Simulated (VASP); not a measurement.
The system is GaO3.

```
Ga O
1.0
    -1.65338    1.65338    3.69327
     1.65338   -1.65338    3.69327
     1.65338    1.65338   -3.69327
Ga O
1 3
Cartesian
  0.0000 0.0000 0.0000
  0.0000 0.0000 3.6933
  1.6534 0.0000 1.8466
  0.0000 1.6534 1.8466
```

| Property | Result |
| --- | --- |
| Program | VASP 6.6.1 |
| Task | relaxation of cell and atoms |
| Functional | PBE |
| Potentials or basis | VASP PAW PBE potentials, release 64 (Ga_d, O) |
| Cutoff | 600 eV |
| k mesh | 8 × 8 × 8 |
| Occupations | gaussian, width 0.1 eV |
| Spin | collinear spin, ferromagnetic start |
| Starting moments | [0.0, 0.8, 1.25, 1.25] μB |

At the start: pressure -10.3 GPa; volume 10.10 Å³/atom.

**Question.** Where does the relaxation end?

**Answer.** Over 23 steps the energy falls by 407.9 meV/atom and the volume is 8.97 Å³/atom (-11.1 %); space group I4/mmm (No. 139, to 0.1 Å) before and after; moment 0.00 μB per cell.

The path:
```tsv
step	energy change (eV)	largest force (eV/Å)	pressure (GPa)	volume (Å³)
1	0.0000	0.0000	-10.33	40.38
2	-0.1738	0.0000	-3.90	36.70
3	-0.1853	0.0000	1.10	35.45
4	-0.3073	0.0000	8.26	33.73
5	-0.1308	0.0000	54.70	28.61
6	-0.3847	0.0000	16.93	32.15
7	-0.3838	0.0000	25.93	31.07
8	-0.4018	0.0000	26.95	30.96
9	-0.4512	0.0000	30.35	30.61
10	-0.5272	0.0000	38.47	29.87
11	-0.3800	0.0000	64.30	28.30
12	-0.5387	0.0000	43.99	29.46
13	-0.7003	0.0000	41.68	29.72
14	-1.0648	0.0000	37.68	30.42
15	-0.8337	0.0000	42.51	31.57
16	-1.1284	0.0000	37.55	30.89
17	-1.3410	0.0000	26.76	31.91
18	-1.6090	0.0000	4.35	34.79
19	-1.6167	0.0000	1.29	35.33
20	-1.6169	0.0000	0.55	35.45
21	-1.6218	0.0000	0.35	35.53
22	-1.6307	0.0000	-0.10	35.78
23	-1.6315	0.0000	-0.39	35.89
```

Final structure:
```
CELL_PARAMETERS angstrom
-1.39811 1.39811 4.59039
1.39811 -1.39811 4.59039
1.39811 1.39811 -4.59039
ATOMIC_POSITIONS crystal
Ga 0.00000 0.00000 0.00000
O 0.50000 0.50000 0.00000
O 0.25000 0.75000 0.50000
O 0.75000 0.25000 0.50000
```
